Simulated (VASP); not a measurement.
# RbBr (Fm-3m) in VASP: a series of runs

The runs below take RbBr through single point, with PBE.

Everything below comes from runs of VASP 6.6.1. Logs are shortened: lines on timing, memory, paths and dates and some standing lists are left out, and cuts for length are marked.

**1. The cell of the first run**

Symmetry: Fm-3m, No. 225, cubic system. The conventional cell has a = 6.696 Å, b = 6.696 Å, c = 6.696 Å, α = 90.00°, β = 90.00°, γ = 90.00°. Rb (site symmetry m-3m) has 6 Br at 3.35 Å within 4.4 Å. Br (site symmetry m-3m) has 6 Rb at 3.35 Å within 4.4 Å.

**2. Single point, PBE (Cl replaced by Br, lengths x 1.034, strained)**

File INCAR:

```
ALGO     = Normal         # electronic algorithm
EDIFF    = 1E-6           # SCF threshold, eV
ENCUT    = 500            # plane-wave cutoff, eV
GGA      = PE             # functional
GGA_COMPAT= F            
ISIF     = 2              # what is computed and relaxed
ISMEAR   = 0              # smearing method
LASPH    = T              # aspherical terms in the spheres
LCHARG   = F              # write CHGCAR
LREAL    = F              # projectors in reciprocal space
LWAVE    = F              # write WAVECAR
NBANDS   = 15             # bands
NELM     = 120            # most SCF steps
PREC     = Accurate       # precision mode
SIGMA    = 0.1            # smearing width, eV
```

File KPOINTS:

```
k-points
0
Gamma
  6 6 6
```

File POSCAR:

```
RbBr
1.0
    0.0000000000      3.3478412673      3.3478412673
    3.3478412673      0.0000000000      3.3478412673
    3.3478412673      3.3478412673      0.0000000000
Rb Br
1 1
Direct
    0.0000000000      0.0000000000      0.0000000000
    0.5000000000      0.5000000000      0.5000000000
```

Potentials or basis: VASP PAW PBE potentials, release 64 (Rb_sv, Br).

The run is started by

```bash
> cat potpaw_PBE.64/Rb_sv/POTCAR potpaw_PBE.64/Br/POTCAR > POTCAR
> mpirun -np 1 vasp_std > vasp.out
```

OUTCAR:

```text
EDIFF = 1E-6
   ENCUT = 500
   GGA = PE
   ISIF = 2
   ISMEAR = 0
   LASPH = T
   LREAL = F
   NELM = 120
   PREC = Accurate

 ion  position               nearest neighbor table
   1  0.000  0.000  0.000-   2 3.35   2 3.35   2 3.35   2 3.35   2 3.35   2 3.35
   2  0.500  0.500  0.500-   1 3.35   1 3.35   1 3.35   1 3.35   1 3.35   1 3.35

  LATTYP: Found a face centered cubic cell.
 ALAT       =     6.6956825346

  Lattice vectors:

 A1 = (   0.0000000000,   3.3478412673,   3.3478412673)
 A2 = (   3.3478412673,   0.0000000000,   3.3478412673)
 A3 = (   3.3478412673,   3.3478412673,   0.0000000000)

Analysis of symmetry for initial positions (statically):
=====================================================================
 Subroutine PRICEL returns:
 Original cell was already a primitive cell.

 Routine SETGRP: Setting up the symmetry group for a
 face centered cubic supercell.

 Subroutine GETGRP returns: Found 48 space group operations
 (whereof 48 operations were pure point group operations)
 out of a pool of 48 trial point group operations.

The static configuration has the point symmetry O_h .

Analysis of symmetry for dynamics (positions and initial velocities):
=====================================================================
 Subroutine PRICEL returns:
 Original cell was already a primitive cell.

 Routine SETGRP: Setting up the symmetry group for a
 face centered cubic supercell.

 Subroutine GETGRP returns: Found 48 space group operations
 (whereof 48 operations were pure point group operations)
 out of a pool of 48 trial point group operations.

The dynamic configuration has the point symmetry O_h .

 Subroutine INISYM returns: Found 48 space group operations
 (whereof 48 operations are pure point group operations),
 and found     1 'primitive' translations

----------------------------------------------------------------------------------------

                                     Primitive cell

  volume of cell :      75.0455

  direct lattice vectors                    reciprocal lattice vectors
     0.000000000  3.347841267  3.347841267    -0.149349972  0.149349972  0.149349972
     3.347841267  0.000000000  3.347841267     0.149349972 -0.149349972  0.149349972
     3.347841267  3.347841267  0.000000000     0.149349972  0.149349972 -0.149349972

  length of vectors
     4.734562525  4.734562525  4.734562525     0.258681740  0.258681740  0.258681740

  position of ions in fractional coordinates (direct lattice)
     0.000000000  0.000000000  0.000000000
     0.500000000  0.500000000  0.500000000

  ion indices of the primitive-cell ions
   primitive index   ion index
                 1           1
                 2           2

----------------------------------------------------------------------------------------

 KPOINTS: k-points

Automatic generation of k-mesh.
 Grid dimensions read from file:
 generate k-points for:    6    6    6

 Generating k-lattice:

  Cartesian coordinates                     Fractional coordinates (reciprocal lattice)
    -0.024891662  0.024891662  0.024891662     0.166666667  0.000000000  0.000000000
     0.024891662 -0.024891662  0.024891662     0.000000000  0.166666667  0.000000000
     0.024891662  0.024891662 -0.024891662     0.000000000  0.000000000  0.166666667

  Length of vectors
     0.043113623  0.043113623  0.043113623

  Shift w.r.t. Gamma in fractional coordinates (k-lattice)
     0.000000000  0.000000000  0.000000000

 Subroutine IBZKPT returns following result:
 ===========================================

 Found     16 irreducible k-points:

 Following reciprocal coordinates:
            Coordinates               Weight
  0.000000  0.000000  0.000000      1.000000
  0.166667  0.000000  0.000000      8.000000
  0.333333  0.000000  0.000000      8.000000
  0.500000  0.000000  0.000000      4.000000
  0.166667  0.166667  0.000000      6.000000
  0.333333  0.166667  0.000000     24.000000
[... 8 lines left out ...]
 -0.333333  0.333333  0.166667     24.000000
 -0.333333  0.500000  0.166667     12.000000
   k-points           NKPTS =     16   k-points in BZ     NKDIM =     16   number of bands    NBANDS=     15
   number of dos      NEDOS =    301   number of ions     NIONS =      2
   total plane-waves  NPLWV =  46656
   dimension x,y,z NGX =    36 NGY =   36 NGZ =   36
   dimension x,y,z NGXF=    72 NGYF=   72 NGZF=   72
   ions per type =               1   1
   NGX,Y,Z   is equivalent  to a cutoff of  12.64, 12.64, 12.64 a.u.
   NGXF,Y,Z  is equivalent  to a cutoff of  25.28, 25.28, 25.28 a.u.
 SYSTEM =  unknown system
   PREC   = accura    normal or accurate (medium, high low for compatibility)
   ISTART =      0    job   : 0-new  1-cont  2-samecut
   ICHARG =      2    charge: 1-file 2-atom 10-const
   ISPIN  =      1    spin polarized calculation?
   LNONCOLLINEAR =      F non collinear calculations
   LSORBIT =      F    spin-orbit coupling
   LASPH  =      T    aspherical Exc in radial PAW
   ENCUT  =  500.0 eV  36.75 Ry    6.06 a.u.   8.63  8.63  8.63*2*pi/ulx,y,z
   NELM   =    120;   NELMIN=  2; NELMDL= -5     # of ELM steps
   EDIFF  = 0.1E-05   stopping-criterion for ELM
   LREAL  =      F    real-space projection
[... 7 lines left out ...]
   TEBEG  =    0.0;   TEEND  =   0.0 temperature during run
   PSTRESS=    0.0 pullay stress
   NELECT =      16.0000    total number of electrons
   NUPDOWN=      -1.0000    fix difference up-down
   EMIN   =  10.00;   EMAX   =-10.00  energy-range for DOS
   EFERMI =   0.00;   METHOD = LEGACY
   ISMEAR =     0;   SIGMA  =   0.10  broadening in eV -4-tet -1-fermi 0-gaus
   EFERMI_NEDOS =   21; number of points for ismear=-14 and -15
   IALGO  =     38    algorithm
   IMIX   =      4    mixing-type and parameters
     AMIX     =   0.40;   BMIX     =  1.00
     AMIX_MAG =   1.60;   BMIX_MAG =  1.00
  volume/ion in A,a.u.               =      37.52       253.22
  Fermi-wavevector in a.u.,A,eV,Ry     =   0.978003  1.848157 13.013822  0.956489
  Thomas-Fermi vector in A             =   2.108744
   LORBIT       =      0    0 simple, 1 ext, 2 COOP (PROOUT), +10 PAW based schemes
   GGA     = PE    functional components
   LHFCALC =     F    Hartree Fock is set to
   AEXX    =    0.0000 exact exchange contribution
   IVDW    =     0    specifies the selected vdW correction
   LEPSILON=     F    determine dielectric tensor
   LRPA    =     F    only Hartree local field effects (RPA)
 non-spin polarized calculation
 Gauss-broadening in eV      SIGMA  =   0.10
  energy-cutoff  :      500.00
  volume of cell :       75.05
 maximum number of plane-waves:      1932
 NGX is ok and might be reduce to    36
   NGX = 17   NGY = 17   NGZ = 17

 number of electron      16.0000001 magnetization

 Free energy of the ion-electron system (eV)
  ---------------------------------------------------
  ext. energy  EPLUGINS =         0.00000000
  ---------------------------------------------------
  free energy    TOTEN  =        -6.04021109 eV

  energy without entropy =       -6.04021109  energy(sigma->0) =       -6.04021109

 E-fermi :  -1.0316     XC(G=0):  -7.5159

 val. band max:       -1.4700751730   @ k =   0.0000   0.0000   0.0000
 cond. band min:       3.0774947521   @ k =   0.0000   0.0000   0.0000
 fundamental gap:      4.5475699251
 Fermi energy:        -1.0316080741

 k-point     1 :       0.0000    0.0000    0.0000
  band No.  band energies     occupation
      1     -25.7466      2.00000
      2     -13.7268      2.00000
      3      -9.8295      2.00000
      4      -9.8295      2.00000
      5      -9.8295      2.00000
      6      -1.4701      2.00000
      7      -1.4701      2.00000
      8      -1.4701      2.00000
      9       3.0775      0.00000
     10       5.8175      0.00000
     11       5.8175      0.00000
     12       5.8175      0.00000
     13       6.7569      0.00000
     14       6.7569      0.00000
     15       9.6795      0.00000

 k-point     2 :       0.1667    0.0000    0.0000
  band No.  band energies     occupation
      1     -25.7431      2.00000
      2     -13.7428      2.00000
      3      -9.8315      2.00000
      4      -9.8315      2.00000
      5      -9.8112      2.00000
      6      -1.8154      2.00000
      7      -1.5846      2.00000
      8      -1.5846      2.00000
      9       3.7660      0.00000
     10       5.6982      0.00000
     11       6.1698      0.00000
     12       6.1698      0.00000
     13       7.2141      0.00000
     14       7.2141      0.00000
     15      10.7374      0.00000

 k-point     3 :       0.3333    0.0000    0.0000
  band No.  band energies     occupation
      1     -25.7362      2.00000
      2     -13.7744      2.00000
      3      -9.8355      2.00000
      4      -9.8355      2.00000
      5      -9.7748      2.00000
      6      -2.3588      2.00000
      7      -1.7966      2.00000
      8      -1.7966      2.00000
      9       5.0214      0.00000
     10       5.9735      0.00000
     11       7.1541      0.00000
     12       7.1541      0.00000
     13       8.3530      0.00000
     14       8.3530      0.00000
     15      10.5336      0.00000
[... 199 lines left out ...]
 k-point    15 :      -0.3333    0.3333    0.1667
  band No.  band energies     occupation
      1     -25.7297      2.00000
      2     -13.7242      2.00000
      3      -9.9586      2.00000
      4      -9.9463      2.00000
      5      -9.8003      2.00000
      6      -2.1905      2.00000
      7      -1.8482      2.00000
      8      -1.8382      2.00000
      9       5.6606      0.00000
     10       5.8738      0.00000
     11       7.3899      0.00000
     12       7.6103      0.00000
     13       8.9889      0.00000
     14       9.7696      0.00000
     15       9.8999      0.00000

 k-point    16 :      -0.3333    0.5000    0.1667
  band No.  band energies     occupation
      1     -25.7288      2.00000
      2     -13.6922      2.00000
      3     -10.0339      2.00000
      4      -9.9608      2.00000
      5      -9.8316      2.00000
      6      -1.9417      2.00000
      7      -1.9024      2.00000
      8      -1.7442      2.00000
      9       4.8251      0.00000
     10       6.6812      0.00000
     11       6.7007      0.00000
     12       7.7563      0.00000
     13       8.7602      0.00000
     14       9.6730      0.00000
     15      10.2645      0.00000

------------------------ aborting loop because EDIFF is reached ----------------------------------------

  FORCE on cell =-STRESS in cart. coord.  units (eV):
  Direction    XX          YY          ZZ          XY          YZ          ZX
  --------------------------------------------------------------------------------------
  -------------------------------------------------------------------------------------
  Total        1.1274733      1.1274733      1.1274733      0.0000000     -0.0000000     -0.0000000
  in kB       24.0708968     24.0708968     24.0708968      0.0000000     -0.0000000     -0.0000000
  external PRESSURE =      24.0708968 kB  Pullay stress =       0.0000000 kB

 VOLUME and BASIS-vectors are now :
 -----------------------------------------------------------------------------
  energy-cutoff  :      500.00
  volume of cell :       75.05
      direct lattice vectors                 reciprocal lattice vectors
     0.000000000  3.347841267  3.347841267    -0.149349972  0.149349972  0.149349972
     3.347841267  0.000000000  3.347841267     0.149349972 -0.149349972  0.149349972
     3.347841267  3.347841267  0.000000000     0.149349972  0.149349972 -0.149349972

 POSITION                                       TOTAL-FORCE (eV/Angst)
 -----------------------------------------------------------------------------------
      0.00000      0.00000      0.00000        -0.000000     -0.000000      0.000000
      3.34784      3.34784      3.34784         0.000000      0.000000     -0.000000
 -----------------------------------------------------------------------------------
    total drift:                                0.000000      0.000000      0.000000

  FREE ENERGIE OF THE ION-ELECTRON SYSTEM (eV)
  ---------------------------------------------------
  free  energy   TOTEN  =        -6.0402110923 eV

  energy  without entropy=       -6.0402110923  energy(sigma->0) =       -6.04021109
```

It took 11 s on 1 thread of Intel Xeon Platinum 8559C (Emerald Rapids), shared host; peak memory 0.2 GiB.

What came out:

```yaml
Free_energy: -6.0402 eV
Pressure: 2.4 GPa
Band_gap_on_the_k_mesh: 4.55 eV, direct
```

Caveat: the cell differs from its parent crystal (Cl replaced by Br, lengths x 1.034, strained).

[end of part 1 of 2]
